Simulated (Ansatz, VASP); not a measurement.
# Nb5N: VASP beside Ansatz

```
Nb N
1.0
    -3.27010    3.27010    2.27774
     3.27010   -3.27010    2.27774
     3.27010    3.27010   -2.27774
Nb N
5 1
Direct
  0.00000 0.00000 0.00000
  0.80449 0.61149 0.41598
  0.61149 0.19551 0.80701
  0.19551 0.38851 0.58402
  0.38851 0.80449 0.19299
  0.50000 0.50000 0.00000
```

Alike in both runs: functional PBE; k mesh 8 × 8 × 8; occupations gaussian, width 0.1 eV; no spin polarisation.

Ansatz relaxed the structure, and its values are those at the end. VASP's run is a single point on that final structure, the one shown.

|  | VASP | Ansatz |
| --- | --- | --- |
| version | VASP 6.6.1 | Ansatz 0.2.0 |
| potentials or method | VASP PAW PBE potentials, release 64 (Nb_sv, N), cutoff 520 eV | scalar-relativistic, plane waves, PAW |
| valence electrons in the cell | 70 | 70 |

```tsv
	VASP	Ansatz	Ansatz less VASP
gap on the k mesh at the Fermi level (eV)	none	none	-
pressure (GPa)	-0.4	0.0	+0.38
rms of the force components (eV/Å)	0.009	0.005	-0.0047
```

A gap of «none» marks a metal or a gap that the smearing closes.
